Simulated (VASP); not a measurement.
# BeTe in VASP: single point with PBE

Aim: the single point of BeTe with PBE.

Everything below comes from runs of VASP 6.6.1. Logs are shortened: lines on timing, memory, paths and dates and some standing lists are left out, and cuts for length are marked.

## 1. The cell of the first run

The cell holds a slab with vacuum, 24 atoms: a = 7.835 Å, b = 5.540 Å, c = 20.793 Å, α = 90.00°, β = 90.00°, γ = 90.00°.

## 2. Single point, PBE

INCAR

```
SYSTEM = BeTe
PREC = Accurate
ENCUT = 520
EDIFF = 1E-6
ISMEAR = -1
SIGMA = 0.05
LREAL = Auto
LASPH = .True.
NELM = 100
ALGO = Normal
ISIF = 2
LWAVE = .False.
LCHARG = .False.
GGA = PE
NBANDS = 66
```

KPOINTS

```
Automatic mesh
0
Gamma
  2 2 1
  0 0 0
```

POSCAR

```
BeTe
1.0
    7.8347430000      0.0000000000      0.0000000000
    0.0000000000      5.5400000000      0.0000000000
    0.0000000000      0.0000000000     20.7934290000
Be Te
12 12
Direct
    0.0000000000      0.0000000000      0.0480921167
    0.7500000000      0.5255814610      0.1466835186
    0.2500000000      0.5255814610      0.1466835186
    0.5000000000      0.0000000000      0.0480921167
    0.5000000000      0.0238857765      0.2396467379
    0.2500000000      0.5248513616      0.3384077928
    0.7500000000      0.5248513616      0.3384077928
    0.0000000000      0.0238857765      0.2396467379
    0.0000000000      0.0315346085      0.4385000843
    0.7500000000      0.4539604634      0.5100936693
    0.2500000000      0.4539604634      0.5100936693
    0.5000000000      0.0315346085      0.4385000843
    0.0000000000      0.2729968166      0.1404854619
    0.2500000000      0.7500000000      0.0480921167
    0.7500000000      0.7500000000      0.0480921167
    0.5000000000      0.2729968166      0.1404854619
    0.5000000000      0.2693990052      0.3380324636
    0.7500000000      0.7713079395      0.2422159304
    0.2500000000      0.7713079395      0.2422159304
    0.0000000000      0.2693990052      0.3380324636
    0.0000000000      0.2505836583      0.5420390575
    0.2500000000      0.7750360520      0.4349064152
    0.7500000000      0.7750360520      0.4349064152
    0.5000000000      0.2505836583      0.5420390575
```

Potentials or basis: VASP PAW PBE potentials, release 64 (Be, Te).

Started as:

```sh
$ cat potpaw_PBE.64/Be/POTCAR potpaw_PBE.64/Te/POTCAR > POTCAR
$ mpirun -np 1 vasp_std > vasp.out
```

OUTCAR:

```text
SYSTEM = BeTe
   PREC = Accurate
   ENCUT = 520
   EDIFF = 1E-6
   ISMEAR = -1
   LREAL = Auto
   LASPH = .True.
   NELM = 100
   ISIF = 2
   GGA = PE

 ion  position               nearest neighbor table
   1  0.000  0.000  0.048-  14 2.40  15 2.40  13 2.45
   2  0.750  0.526  0.147-  15 2.40  18 2.41  16 2.41  13 2.41
   3  0.250  0.526  0.147-  14 2.40  19 2.41  16 2.41  13 2.41
   4  0.500  0.000  0.048-  14 2.40  15 2.40  16 2.45
   5  0.500  0.024  0.240-  18 2.41  19 2.41  17 2.46  16 2.48
   6  0.250  0.525  0.338-  17 2.42  20 2.42  19 2.42  22 2.44
   7  0.750  0.525  0.338-  17 2.42  20 2.42  18 2.42  23 2.44
   8  0.000  0.024  0.240-  18 2.41  19 2.41  20 2.46  13 2.48
   9  0.000  0.032  0.439-  22 2.42  23 2.42  20 2.47  21 2.47
  10  0.750  0.454  0.510-  21 2.36  24 2.36  23 2.37
  11  0.250  0.454  0.510-  21 2.36  24 2.36  22 2.37
  12  0.500  0.032  0.439-  22 2.42  23 2.42  17 2.47  24 2.47
  13  0.000  0.273  0.140-   2 2.41   3 2.41   1 2.45   8 2.48
  14  0.250  0.750  0.048-   3 2.40   1 2.40   4 2.40
  15  0.750  0.750  0.048-   2 2.40   1 2.40   4 2.40
  16  0.500  0.273  0.140-   2 2.41   3 2.41   4 2.45   5 2.48
  17  0.500  0.269  0.338-   6 2.42   7 2.42   5 2.46  12 2.47
[... 15 lines left out ...]
 A1 = (   0.0000000000,  -5.5400000000,   0.0000000000)
 A2 = (   7.8347430000,   0.0000000000,   0.0000000000)
 A3 = (   0.0000000000,   0.0000000000,  20.7934290000)

Analysis of symmetry for initial positions (statically):
=====================================================================
 Subroutine PRICEL returns following result:

  LATTYP: Found a simple orthorhombic cell.
 ALAT       =     3.9173715000
 B/A-ratio  =     1.4142135868
 C/A-ratio  =     5.3080053806

  Lattice vectors:

 A1 = (   3.9173715000,   0.0000000000,   0.0000000000)
 A2 = (   0.0000000000,   5.5400000000,   0.0000000000)
 A3 = (   0.0000000000,   0.0000000000,  20.7934290000)

   2 primitive cells build up your supercell.

 Routine SETGRP: Setting up the symmetry group for a
 simple orthorhombic supercell.

 Subroutine GETGRP returns: Found  2 space group operations
 (whereof  2 operations were pure point group operations)
 out of a pool of  8 trial point group operations.

The static configuration has the point symmetry C_1h.

Analysis of symmetry for dynamics (positions and initial velocities):
=====================================================================
 Subroutine PRICEL returns following result:

[... 118 lines left out ...]
   NELM   =    100;   NELMIN=  2; NELMDL= -5     # of ELM steps
   EDIFF  = 0.1E-05   stopping-criterion for ELM
   LREAL  =      T    real-space projection
   EDIFFG = 0.1E-04   stopping-criterion for IOM
   NSW    =      0    number of steps for IOM
   IBRION =     -1    ionic relax: 0-MD 1-quasi-New 2-CG
   NFREE  =      0    steps in history (QN), initial steepest desc. (CG)
   ISIF   =      2    stress and relaxation
   ISYM   =      2    0-nonsym 1-usesym 2-fastsym
   POTIM  = 0.5000    time-step for ionic-motion
   TEBEG  =    0.0;   TEEND  =   0.0 temperature during run
   PSTRESS=    0.0 pullay stress
   NELECT =      96.0000    total number of electrons
   NUPDOWN=      -1.0000    fix difference up-down
   EMIN   =  10.00;   EMAX   =-10.00  energy-range for DOS
   EFERMI =   0.00;   METHOD = LEGACY
   ISMEAR =    -1;   SIGMA  =   0.05  broadening in eV -4-tet -1-fermi 0-gaus
   EFERMI_NEDOS =   21; number of points for ismear=-14 and -15
   IALGO  =     38    algorithm
   IMIX   =      4    mixing-type and parameters
     AMIX     =   0.40;   BMIX     =  1.00
     AMIX_MAG =   1.60;   BMIX_MAG =  1.00
  volume/ion in A,a.u.               =      37.61       253.77
  Fermi-wavevector in a.u.,A,eV,Ry     =   0.775672  1.465808  8.186187  0.601668
  Thomas-Fermi vector in A             =   1.877989
   LORBIT       =      0    0 simple, 1 ext, 2 COOP (PROOUT), +10 PAW based schemes
   GGA     = PE    functional components
[... 5 lines left out ...]
 non-spin polarized calculation
  energy-cutoff  :      520.00
  volume of cell :      902.53
 maximum number of plane-waves:     24349
 NGX is ok and might be reduce to    60
   NGX = 29   NGY = 21   NGZ = 77

 number of electron      95.9999994 magnetization

 Free energy of the ion-electron system (eV)
  ---------------------------------------------------
  ext. energy  EPLUGINS =         0.00000000
  ---------------------------------------------------
  free energy    TOTEN  =       -87.98252376 eV

  energy without entropy =      -87.98252349  energy(sigma->0) =      -87.98252362

 E-fermi :   1.8261     XC(G=0):  -6.0160

 val. band max:        1.0790740014   @ k =   0.0000   0.0000   0.0000
 cond. band min:       2.5741254939   @ k =   0.0000   0.0000   0.0000
 fundamental gap:      1.4950514925
 Fermi energy:         1.8260995154

 k-point     1 :       0.0000    0.0000    0.0000
  band No.  band energies     occupation
      1     -11.2030      2.00000
      2     -10.7682      2.00000
      3     -10.1984      2.00000
      4      -9.9476      2.00000
      5      -9.8542      2.00000
      6      -9.6815      2.00000
[... 241 lines left out ...]
     59       5.1609      0.00000
     60       5.1609      0.00000
 [bands above 60 left out]

------------------------ aborting loop because EDIFF is reached ----------------------------------------

  FORCE on cell =-STRESS in cart. coord.  units (eV):
  Direction    XX          YY          ZZ          XY          YZ          ZX
  --------------------------------------------------------------------------------------
  -------------------------------------------------------------------------------------
  Total        9.7663371      4.2313437      0.6186117      0.0000000      0.2334942      0.0000000
  in kB       17.3373077      7.5115273      1.0981662      0.0000000      0.4145015      0.0000000
  external PRESSURE =       8.6490004 kB  Pullay stress =       0.0000000 kB

 VOLUME and BASIS-vectors are now :
 -----------------------------------------------------------------------------
  energy-cutoff  :      520.00
  volume of cell :      902.53
      direct lattice vectors                 reciprocal lattice vectors
     7.834743000  0.000000000  0.000000000     0.127636605  0.000000000  0.000000000
     0.000000000  5.540000000  0.000000000     0.000000000  0.180505415  0.000000000
     0.000000000  0.000000000 20.793429000     0.000000000  0.000000000  0.048092116

 POSITION                                       TOTAL-FORCE (eV/Angst)
 -----------------------------------------------------------------------------------
      0.00000      0.00000      1.00000        -0.000000     -0.662583      1.143588
      5.87606      2.91172      3.05005        -0.000000     -0.006996      0.018590
      1.95869      2.91172      3.05005        -0.000000     -0.006996      0.018590
      3.91737      0.00000      1.00000        -0.000000     -0.662583      1.143588
      3.91737      0.13233      4.98308         0.000000      0.021791     -0.003027
      1.95869      2.90768      7.03666        -0.000000      0.004955     -0.028809
[... 16 lines left out ...]
      5.87606      4.29370      9.04320        -0.000000     -0.016471      0.027496
      3.91737      1.38823     11.27085        -0.000000     -0.007278     -0.023501
 -----------------------------------------------------------------------------------
    total drift:                                0.000000     -0.012613     -0.020828

  FREE ENERGIE OF THE ION-ELECTRON SYSTEM (eV)
  ---------------------------------------------------
  free  energy   TOTEN  =       -87.9825237554 eV

  energy  without entropy=      -87.9825234939  energy(sigma->0) =      -87.98252362
```

stdout:

```text
POSCAR found type information on POSCAR BeTe
 POSCAR found :  2 types and      24 ions
 scaLAPACK will be used
 LDA part: xc-table for (Slater+PW92), standard interpolation
 POSCAR, INCAR and KPOINTS ok, starting setup
 FFT: planning ... GRIDC
 FFT: planning ... GRID_SOFT
 FFT: planning ... GRID
 WAVECAR not read
 entering main loop
```

Wall time 7.6 min (1 thread of Intel Xeon 6975P-C, shared host); peak memory 0.83 GiB.

What came out:

- Free energy: -87.9825 eV
- Largest force: 1.380 eV/Å
- Band gap on the k mesh: 1.50 eV

Forces on the atoms (eV/Å):
```
Be   0.000 -0.663  1.144
Be   0.000 -0.007  0.019
Be   0.000 -0.007  0.019
Be   0.000 -0.663  1.144
Be   0.000  0.022 -0.003
Be   0.000  0.005 -0.029
Be   0.000  0.005 -0.029
Be   0.000  0.022 -0.003
Be   0.000 -0.034  0.026
Be   0.000  0.010  0.012
Be   0.000  0.010  0.012
Be   0.000 -0.034  0.026
Te   0.000 -0.006  0.058
Te   0.000  0.624 -1.230
Te   0.000  0.624 -1.230
Te   0.000 -0.006  0.058
Te   0.000  0.060  0.026
Te   0.000  0.012 -0.027
Te   0.000  0.012 -0.027
Te   0.000  0.060  0.026
Te   0.000 -0.007 -0.024
Te   0.000 -0.016  0.027
Te   0.000 -0.016  0.027
Te   0.000 -0.007 -0.024
```

Caveat: the k points lie up to 0.57 Å⁻¹ apart; spin-orbit coupling is left out, which moves the levels of the heavy elements.
